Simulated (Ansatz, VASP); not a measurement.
**Two plane-wave programs on Nb**

INCAR

```
PREC = Accurate ; ENCUT = 520
EDIFF = 1E-6 ; ISMEAR = -1
SIGMA = 0.1 ; LREAL = False
LASPH = True ; NELM = 100
ALGO = Normal ; ISIF = 2
LWAVE = False ; LCHARG = False
GGA = RP ; NBANDS = 20
```

File KPOINTS:

```
regular mesh
0
Gamma
  14 14 7
```

The input POSCAR:

```
Nb
1.0
    2.9251258550      0.0000000000      0.0000000000
   -1.4625629275      2.5332332997      0.0000000000
    0.0000000000      0.0000000000      5.3404757535
Nb
2
Direct
    0.3333333333      0.6666666667      0.2500000000
    0.6666666667      0.3333333333      0.7500000000
```

Input for Ansatz:

```yaml
crystal:
  lattice:
    - [2.925125855, 0.0, 0.0]
    - [-1.4625629275, 2.5332332997, 0.0]
    - [0.0, 0.0, 5.3404757535]
  atoms:
    - { symbol: Nb, position: [0.3333333333, 0.6666666667, 0.25] }
    - { symbol: Nb, position: [0.6666666667, 0.3333333333, 0.75] }
hamiltonian:
  xc: rpbe
  pseudopotentials:
    kind: paw
    azcp:
      Nb: "pseudopotentials/Nb.paw.azcp"
basis:
  ecutwfc: 420
  fft_grid_basis: typed
kpoints:
  mp_grid: { grid: [14, 14, 7], shift: [0, 0, 0] }
magnetization:
  spin_polarized: false
scf:
  occupations: { method: fermi_dirac, width: 0.1 }
  lower_state_search: "off"
output:
  stress: true
```

Alike in both runs: task single point; functional RPBE; k mesh 14 × 14 × 7; occupations fermi-dirac, width 0.1 eV; no spin polarisation.

|  | VASP | Ansatz |
| --- | --- | --- |
| version | VASP 6.6.1 | Ansatz 0.2.0 |
| potentials or method | VASP PAW PBE potentials, release 64 (Nb_sv), cutoff 520 eV | plane waves (420 eV) with PAW, scalar-relativistic |
| valence electrons in the cell | 26 | 26 |

```csv
,VASP,Ansatz,Ansatz less VASP
pressure (GPa),-5.9,-5.7,+0.28
"traceless stress, the component that is largest in VASP (GPa)",0.45,0.47,+0.023
```

VASP's potentials were made for PBE, not for RPBE. With one functional, cell and mesh, what is left measures potentials, basis and numerics.
